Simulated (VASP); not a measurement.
# TiO2 (C2/m) in VASP: settings compared

The runs below take TiO2 through single point, relaxation of cell and atoms, with LDA, LDA+U, RPBE, BLYP+D4, revPBE+D4.

All numbers are computed with VASP 6.6.1; they aren't measurements. Logs are shortened: lines on timing, memory, paths and dates and some standing lists are left out, and cuts for length are marked.

## Step 1: The cell of the first run

The structure is monoclinic, space group C2/m (No. 12). The conventional cell has a = 12.062 Å, b = 3.698 Å, c = 6.471 Å, α = 90.00°, β = 106.95°, γ = 90.00°. Ti (site symmetry m) has 6 O at 1.83 to 2.10 Å within 2.4 Å. Ti (site symmetry m) has 6 O at 1.75 to 2.27 Å within 2.3 Å. O (site symmetry m) has 3 Ti at 1.90 to 1.99 Å and 2 O at 2.48 Å within 2.5 Å. Within 2.7 Å of O (site symmetry m) lie 4 Ti at 1.93 to 2.27 Å and 5 O at 2.48 to 2.63 Å. O (site symmetry m) has 2 Ti at 1.75 to 1.83 Å within 2.3 Å. Within 2.5 Å of O (site symmetry m) lie 3 Ti at 1.84 to 2.10 Å and 1 O at 2.49 Å.

## Step 2: Single point, LDA

Input file INCAR:

```
PREC = Accurate ; ENCUT = 600
EDIFF = 1E-6 ; ISMEAR = -1
SIGMA = 0.05 ; LREAL = False
LASPH = True ; NELM = 120
ALGO = Normal ; ISIF = 2
LWAVE = False ; LCHARG = False
GGA = CA ; NBANDS = 60
GGA_COMPAT = False
```

Input file KPOINTS:

```
Automatic mesh
0
Gamma
  8 8 4
```

Input file POSCAR:

```
TiO2
1.0
    6.0312298337     -1.8491393721      0.0016705911
    6.0312298337      1.8491393721      0.0016705911
   -1.8882683145      0.0000000000      6.1896124868
Ti O
4 8
Direct
    0.8990643097      0.8990643097      0.2918017551
    0.1953072249      0.1953072249      0.2848684077
    0.1009356903      0.1009356903      0.7081982449
    0.8046927751      0.8046927751      0.7151315923
    0.3618356843      0.3618356843      0.2952104109
    0.2635069621      0.2635069621      0.6502613773
    0.8660433023      0.8660433023      0.9965145188
    0.7364930379      0.7364930379      0.3497386227
    0.9415498084      0.9415498084      0.6297448340
    0.1339566977      0.1339566977      0.0034854812
    0.6381643157      0.6381643157      0.7047895891
    0.0584501916      0.0584501916      0.3702551660
```

Potentials or basis: VASP PAW LDA potentials, release 64 (Ti_sv, O).

The run is started by

```console
$ cat potpaw_LDA.64/Ti_sv/POTCAR potpaw_LDA.64/O/POTCAR > POTCAR
$ mpirun -np 1 vasp_std > vasp.out
```

OUTCAR:

```text
PREC = Accurate
   ENCUT = 600
   EDIFF = 1E-6
   ISMEAR = -1
   LREAL = False
   LASPH = True
   NELM = 120
   ISIF = 2
   GGA = CA

 ion  position               nearest neighbor table
   1  0.899  0.899  0.292-   7 1.83  12 1.84   5 1.90   5 1.90   9 2.10   8 2.10
   2  0.195  0.195  0.285-  10 1.75  12 1.89   8 1.93   8 1.93   5 1.99   6 2.27
   3  0.101  0.101  0.708-  10 1.83   9 1.84  11 1.90  11 1.90  12 2.10   6 2.10
   4  0.805  0.805  0.715-   7 1.75   9 1.89   6 1.93   6 1.93  11 1.99   8 2.27
   5  0.362  0.362  0.295-   1 1.90   1 1.90   2 1.99
   6  0.264  0.264  0.650-   4 1.93   4 1.93   3 2.10   2 2.27
   7  0.866  0.866  0.997-   4 1.75   1 1.83
   8  0.736  0.736  0.350-   2 1.93   2 1.93   1 2.10   4 2.27
   9  0.942  0.942  0.630-   3 1.84   4 1.89   1 2.10
  10  0.134  0.134  0.003-   2 1.75   3 1.83
  11  0.638  0.638  0.705-   3 1.90   3 1.90   4 1.99
  12  0.058  0.058  0.370-   1 1.84   2 1.89   3 2.10

  LATTYP: Found a base centered monoclinic cell.
 ALAT       =    12.0624601301
 B/A-ratio  =     0.3065940699
 C/A-ratio  =     0.5364770697
 COS(beta)  =    -0.2915292501

  Lattice vectors:

 A1 = (   6.0312298337,  -1.8491393721,   0.0016705911)
 A2 = (   6.0312298337,   1.8491393721,   0.0016705911)
 A3 = (  -1.8882683145,   0.0000000000,   6.1896124868)

Analysis of symmetry for initial positions (statically):
=====================================================================
 Subroutine PRICEL returns:
 Original cell was already a primitive cell.

 Routine SETGRP: Setting up the symmetry group for a
 base centered monoclinic supercell.

 Subroutine GETGRP returns: Found  4 space group operations
 (whereof  4 operations were pure point group operations)
 out of a pool of  4 trial point group operations.

The static configuration has the point symmetry C_2h.

Analysis of symmetry for dynamics (positions and initial velocities):
=====================================================================
 Subroutine PRICEL returns:
 Original cell was already a primitive cell.

 Routine SETGRP: Setting up the symmetry group for a
 base centered monoclinic supercell.

 Subroutine GETGRP returns: Found  4 space group operations
 (whereof  4 operations were pure point group operations)
 out of a pool of  4 trial point group operations.

The dynamic configuration has the point symmetry C_2h.

 Subroutine INISYM returns: Found  4 space group operations
 (whereof  4 operations are pure point group operations),
 and found     1 'primitive' translations

----------------------------------------------------------------------------------------

                                     Primitive cell

  volume of cell :     138.0720

  direct lattice vectors                    reciprocal lattice vectors
     6.031229834 -1.849139372  0.001670591     0.082894827 -0.270396060  0.025288768
     6.031229834  1.849139372  0.001670591     0.082894827  0.270396060  0.025288768
    -1.888268315  0.000000000  6.189612487    -0.000044747  0.000000000  0.161547352

  length of vectors
     6.308331992  6.308331992  6.471233265     0.283945599  0.283945599  0.161547358

  position of ions in fractional coordinates (direct lattice)
     0.899064310  0.899064310  0.291801755
     0.195307225  0.195307225  0.284868408
     0.100935690  0.100935690  0.708198245
     0.804692775  0.804692775  0.715131592
     0.361835684  0.361835684  0.295210411
     0.263506962  0.263506962  0.650261377
     0.866043302  0.866043302  0.996514519
     0.736493038  0.736493038  0.349738623
     0.941549808  0.941549808  0.629744834
     0.133956698  0.133956698  0.003485481
     0.638164316  0.638164316  0.704789589
     0.058450192  0.058450192  0.370255166

  ion indices of the primitive-cell ions
   primitive index   ion index
                 1           1
                 2           2
                 3           3
                 4           4
                 5           5
                 6           6
                 7           7
                 8           8
                 9           9
                10          10
                11          11
                12          12

----------------------------------------------------------------------------------------

 KPOINTS: Automatic mesh

Automatic generation of k-mesh.
 Grid dimensions read from file:
 generate k-points for:    8    8    4

 Generating k-lattice:

  Cartesian coordinates                     Fractional coordinates (reciprocal lattice)
     0.010361853 -0.033799507  0.003161096     0.125000000  0.000000000 -0.000000000
     0.010361853  0.033799507  0.003161096     0.000000000  0.125000000 -0.000000000
    -0.000011187  0.000000000  0.040386838    -0.000000000 -0.000000000  0.250000000

  Length of vectors
     0.035493200  0.035493200  0.040386839

  Shift w.r.t. Gamma in fractional coordinates (k-lattice)
     0.000000000  0.000000000  0.000000000

 Subroutine IBZKPT returns following result:
 ===========================================

 Found     78 irreducible k-points:

 Following reciprocal coordinates:
            Coordinates               Weight
  0.000000  0.000000  0.000000      1.000000
  0.125000 -0.000000  0.000000      4.000000
  0.250000 -0.000000  0.000000      4.000000
  0.375000  0.000000  0.000000      4.000000
  0.500000 -0.000000  0.000000      2.000000
  0.125000  0.125000  0.000000      2.000000
[... 16 lines left out ...]
  0.125000 -0.000000  0.250000      4.000000
  0.250000  0.000000  0.250000      4.000000
 [... further k-points ...]
   k-points           NKPTS =     78   k-points in BZ     NKDIM =     78   number of bands    NBANDS=     60
   number of dos      NEDOS =    301   number of ions     NIONS =     12
   total plane-waves  NPLWV = 135000
   dimension x,y,z NGX =    50 NGY =   50 NGZ =   54
   dimension x,y,z NGXF=   100 NGYF=  100 NGZF=  108
   ions per type =               4   8
   NGX,Y,Z   is equivalent  to a cutoff of  13.18, 13.18, 13.87 a.u.
   NGXF,Y,Z  is equivalent  to a cutoff of  26.35, 26.35, 27.75 a.u.
 SYSTEM =  unknown system
   PREC   = accura    normal or accurate (medium, high low for compatibility)
   ISTART =      0    job   : 0-new  1-cont  2-samecut
   ICHARG =      2    charge: 1-file 2-atom 10-const
   ISPIN  =      1    spin polarized calculation?
   LNONCOLLINEAR =      F non collinear calculations
   LSORBIT =      F    spin-orbit coupling
   LASPH  =      T    aspherical Exc in radial PAW
   ENCUT  =  600.0 eV  44.10 Ry    6.64 a.u.  12.60 12.60 12.92*2*pi/ulx,y,z
   NELM   =    120;   NELMIN=  2; NELMDL= -5     # of ELM steps
   EDIFF  = 0.1E-05   stopping-criterion for ELM
   LREAL  =      F    real-space projection
   EDIFFG = 0.1E-04   stopping-criterion for IOM
   NSW    =      0    number of steps for IOM
   IBRION =     -1    ionic relax: 0-MD 1-quasi-New 2-CG
   NFREE  =      0    steps in history (QN), initial steepest desc. (CG)
   ISIF   =      2    stress and relaxation
   ISYM   =      2    0-nonsym 1-usesym 2-fastsym
   POTIM  = 0.5000    time-step for ionic-motion
   TEBEG  =    0.0;   TEEND  =   0.0 temperature during run
   PSTRESS=    0.0 pullay stress
   NELECT =      96.0000    total number of electrons
   NUPDOWN=      -1.0000    fix difference up-down
   EMIN   =  10.00;   EMAX   =-10.00  energy-range for DOS
   EFERMI =   0.00;   METHOD = LEGACY
   ISMEAR =    -1;   SIGMA  =   0.05  broadening in eV -4-tet -1-fermi 0-gaus
   EFERMI_NEDOS =   21; number of points for ismear=-14 and -15
   IALGO  =     38    algorithm
   IMIX   =      4    mixing-type and parameters
     AMIX     =   0.40;   BMIX     =  1.00
     AMIX_MAG =   1.60;   BMIX_MAG =  1.00
  volume/ion in A,a.u.               =      11.51        77.65
  Fermi-wavevector in a.u.,A,eV,Ry     =   1.450318  2.740704 28.618813  2.103423
  Thomas-Fermi vector in A             =   2.567944
   LORBIT       =      0    0 simple, 1 ext, 2 COOP (PROOUT), +10 PAW based schemes
   GGA     = CA    functional components
   LHFCALC =     F    Hartree Fock is set to
   AEXX    =    0.0000 exact exchange contribution
   IVDW    =     0    specifies the selected vdW correction
   LEPSILON=     F    determine dielectric tensor
   LRPA    =     F    only Hartree local field effects (RPA)
 non-spin polarized calculation
  energy-cutoff  :      600.00
  volume of cell :      138.07
 maximum number of plane-waves:      4638
   NGX = 25   NGY = 25   NGZ = 25

 number of electron      95.9999999 magnetization

 Free energy of the ion-electron system (eV)
  ---------------------------------------------------
  ext. energy  EPLUGINS =         0.00000000
  ---------------------------------------------------
  free energy    TOTEN  =      -117.58305855 eV

  energy without entropy =     -117.58305855  energy(sigma->0) =     -117.58305855

 E-fermi :   3.9294     XC(G=0): -11.1772

 val. band max:        2.7009615845   @ k =  -0.3750   0.2500   0.5000
 cond. band min:       5.5259062431   @ k =   0.0000   0.0000   0.0000
 fundamental gap:      2.8249446586
 Fermi energy:         3.9293953462

 k-point     1 :       0.0000    0.0000    0.0000
  band No.  band energies     occupation
      1     -52.5034      2.00000
      2     -52.4849      2.00000
      3     -52.4071      2.00000
      4     -52.3984      2.00000
      5     -29.4010      2.00000
      6     -29.3454      2.00000
[... 52 lines left out ...]
     59       7.8255      0.00000
     60       8.0972      0.00000

 k-point     2 :       0.1250   -0.0000    0.0000
  band No.  band energies     occupation
      1     -52.5023      2.00000
      2     -52.4842      2.00000
      3     -52.4067      2.00000
      4     -52.3986      2.00000
      5     -29.3975      2.00000
      6     -29.3437      2.00000
[... 52 lines left out ...]
     59       7.6457      0.00000
     60       7.6765      0.00000

 k-point     3 :       0.2500   -0.0000    0.0000
  band No.  band energies     occupation
      1     -52.4995      2.00000
      2     -52.4826      2.00000
      3     -52.4055      2.00000
      4     -52.3994      2.00000
      5     -29.3892      2.00000
      6     -29.3413      2.00000
[... 1312 lines left out ...]
     59       7.6617      0.00000
     60       7.6973      0.00000

 k-point    24 :       0.2500    0.0000    0.2500
  band No.  band energies     occupation
      1     -52.4989      2.00000
      2     -52.4830      2.00000
      3     -52.4059      2.00000
      4     -52.3991      2.00000
      5     -29.3887      2.00000
      6     -29.3408      2.00000
[... 52 lines left out ...]
     59       7.5769      0.00000
     60       7.6412      0.00000

 [... further k-points ...]
[... 5 lines left out ...]
  --------------------------------------------------------------------------------------
  -------------------------------------------------------------------------------------
  Total        0.8260025      0.7713734      1.0564019      0.0000000      0.0000000      0.0663629
  in kB        9.5848707      8.9509590     12.2584078      0.0000000      0.0000000      0.7700705
  external PRESSURE =      10.2647458 kB  Pullay stress =       0.0000000 kB

 VOLUME and BASIS-vectors are now :
 -----------------------------------------------------------------------------
  energy-cutoff  :      600.00
  volume of cell :      138.07
      direct lattice vectors                 reciprocal lattice vectors
     6.031229834 -1.849139372  0.001670591     0.082894827 -0.270396060  0.025288768
     6.031229834  1.849139372  0.001670591     0.082894827  0.270396060  0.025288768
    -1.888268315  0.000000000  6.189612487    -0.000044747  0.000000000  0.161547352

 POSITION                                       TOTAL-FORCE (eV/Angst)
 -----------------------------------------------------------------------------------
     10.29393      0.00000      1.80914        -0.050852      0.000000      0.047429
      1.81798      0.00000      1.76388         0.014340      0.000000      0.138547
     -0.11974      0.00000      4.38381         0.050852      0.000000     -0.047429
      8.35621      0.00000      4.42908        -0.014340      0.000000     -0.138547
      3.80719      0.00000      1.82845         0.019110      0.000000     -0.000554
      1.95067      0.00000      4.02575         0.006427      0.000000     -0.016312
      8.56493      0.00000      6.17093         0.031588      0.000000      0.082357
      8.22352      0.00000      2.16721        -0.006427      0.000000      0.016312
     10.16828      0.00000      3.90102        -0.038907      0.000000     -0.020072
      1.60927      0.00000      0.02202        -0.031588      0.000000     -0.082357
      6.36700      0.00000      4.36451        -0.019110      0.000000      0.000554
      0.00591      0.00000      2.29193         0.038907      0.000000      0.020072
 -----------------------------------------------------------------------------------
    total drift:                               -0.000000     -0.000000      0.000000

  FREE ENERGIE OF THE ION-ELECTRON SYSTEM (eV)
  ---------------------------------------------------
  free  energy   TOTEN  =      -117.5830585484 eV

  energy  without entropy=     -117.5830585484  energy(sigma->0) =     -117.58305855
```

Run time: 14 min. Hardware: 1 thread of Intel Xeon 6975P-C (Granite Rapids), shared host; peak memory 0.67 GiB.

Results:

```
Free energy            : -117.5831 eV
Pressure               : 1.0 GPa
Largest force          : 0.139 eV/Å
Band gap on the k mesh : 2.82 eV (least direct gap 3.02 eV)
```

Forces on the atoms (eV/Å):
```
Ti  -0.051  0.000  0.047
Ti   0.014  0.000  0.139
Ti   0.051  0.000 -0.047
Ti  -0.014  0.000 -0.139
O    0.019  0.000 -0.001
O    0.006  0.000 -0.016
O    0.032  0.000  0.082
O   -0.006  0.000  0.016
O   -0.039  0.000 -0.020
O   -0.032  0.000 -0.082
O   -0.019  0.000  0.001
O    0.039  0.000  0.020
```

(Part 1 of 3 ends here.)
